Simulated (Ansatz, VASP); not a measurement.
## Te: VASP beside Ansatz

```
Te
1.0
     4.13549    0.00000    0.00000
    -2.06774    3.58144    0.00000
     0.00000    0.00000    4.40655
Te
2
Direct
  0.33333 0.66667 0.25000
  0.66667 0.33333 0.75000
```

Alike in both runs: functional RPBE; k mesh 11 × 11 × 6; occupations fermi-dirac, width 0.1 eV; no spin polarisation.

Ansatz relaxed the structure, and its values are those at the end. VASP's run is a single point on that final structure, the one shown.

```csv
,VASP,Ansatz
version,VASP 6.6.1,Ansatz 0.2.0
potentials or method,"VASP PAW PBE potentials, release 64 (Te), cutoff 520 eV","plane waves (420 eV) with PAW, scalar-relativistic"
valence electrons in the cell,12,32
```

Ansatz gave:

- pressure (GPa): 0.0

Q: What did VASP give for the same quantities?

A: Pressure (GPa): -0.1.

VASP's potentials were made for PBE, not for RPBE. VASP's potentials hold 12 valence electrons a cell and Ansatz's 32, so a difference there can come from the potentials and not from the codes.

Spin-orbit coupling is off throughout.
